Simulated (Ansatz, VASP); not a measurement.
# Two plane-wave programs on CaCd3F8

Contents of INCAR:

```
ALGO = Normal ; EDIFF = 1E-6
ENCUT = 520 ; GGA = PE
ISIF = 2 ; ISMEAR = -1
LASPH = True ; LCHARG = False
LREAL = False ; LWAVE = False
NBANDS = 63 ; NELM = 100
PREC = Accurate ; SIGMA = 0.02
```

The input KPOINTS:

```
k-points
0
Gamma
  4 4 6
```

The input POSCAR:

```
CaCd3F8
1.0
    3.8216788999     -5.4017705707      0.0000000000
    3.8216788999      5.4017705707      0.0000000000
    0.0000000000      0.0000000000      3.8173455761
Cd F Ca
3 8 1
Direct
    0.0000000000      0.0000000000      0.0000000000
    0.5000000000      0.0000000000      0.5000000000
    0.0000000000      0.5000000000      0.5000000000
    0.3743621757      0.6256378243      0.5000000000
    0.1248466955      0.8751533045      0.5000000000
    0.8759953317      0.6256796343      0.0000000000
    0.6256796343      0.8759953317      0.0000000000
    0.3743203657      0.1240046683      0.0000000000
    0.1240046683      0.3743203657      0.0000000000
    0.8751533045      0.1248466955      0.5000000000
    0.6256378243      0.3743621757      0.5000000000
    0.5000000000      0.5000000000      0.0000000000
```

Input for Ansatz:

```yaml
crystal:
  lattice:
    - [3.8216788999, -5.4017705707, 0.0]
    - [3.8216788999, 5.4017705707, 0.0]
    - [0.0, 0.0, 3.8173455761]
  atoms:
    - { symbol: Cd, position: [0.0, 0.0, 0.0] }
    - { symbol: F, position: [0.3743621757, 0.6256378243, 0.5] }
    - { symbol: F, position: [0.1248466955, 0.8751533045, 0.5] }
    - { symbol: Cd, position: [0.5, 0.0, 0.5] }
    - { symbol: F, position: [0.8759953317, 0.6256796343, 0.0] }
    - { symbol: F, position: [0.6256796343, 0.8759953317, 0.0] }
    - { symbol: Cd, position: [0.0, 0.5, 0.5] }
    - { symbol: F, position: [0.3743203657, 0.1240046683, 0.0] }
    - { symbol: F, position: [0.1240046683, 0.3743203657, 0.0] }
    - { symbol: Ca, position: [0.5, 0.5, 0.0] }
    - { symbol: F, position: [0.8751533045, 0.1248466955, 0.5] }
    - { symbol: F, position: [0.6256378243, 0.3743621757, 0.5] }
kpoints:
  mp_grid: { grid: [4, 4, 6] }
  band_path:
    path:
      - [[0.0, 0.0, 0.0], [-0.5, 0.5, 0.0], [-0.3751342309334, 0.6248657690666, 0.0]]
      - [[0.3751342309334, 0.3751342309334, 0.0], [0.0, 0.0, 0.0], [0.0, 0.0, 0.5], [0.3751342309334, 0.3751342309334, 0.5]]
      - [[-0.3751342309334, 0.6248657690666, 0.5], [-0.5, 0.5, 0.5], [-0.5, 0.5, 0.0]]
      - [[0.0, 0.0, 0.0], [-5.322085115885e-17, 0.5, 0.0], [-5.322085115885e-17, 0.5, 0.5], [0.0, 0.0, 0.5], [-0.5, 0.5, 0.5]]
    npoints: 10
hamiltonian:
  xc: pbe
scf:
  occupations: { method: fermi_dirac, width: 0.02 }
  n_extra_bands: 7
output:
  forces: true
  stress: true
  eigenvalues: true
  write_density: true
  write_potential: true
  elf: true
  volumetric_format: npy
```

Alike in both runs: task single point; functional PBE; k mesh 4 × 4 × 6; occupations fermi-dirac, width 0.02 eV; no spin polarisation.

|  | VASP | Ansatz |
| --- | --- | --- |
| version | VASP 6.6.1 | Ansatz 0.2.0 |
| potentials or method | VASP PAW PBE potentials, release 64 (Cd, F, Ca_sv) | plane waves, PAW |
| plane-wave cutoff (eV) | 520 | 420 |
| valence electrons in the cell | 102 | 126 |

|  | VASP | Ansatz | Ansatz less VASP |
| --- | --- | --- | --- |
| gap on the k mesh at the Fermi level (eV) | 3.64 | 3.67 | +0.030 |
| pressure (GPa) | 5.5 | 4.9 | -0.61 |
| rms of the force components (eV/Å) | 0.039 | 0.033 | -0.0061 |

The functional is the same, so the differences come from potentials, cutoffs and numerics. VASP's potentials hold 102 valence electrons a cell and Ansatz's 126, so a difference there can come from the potentials and not from the codes.
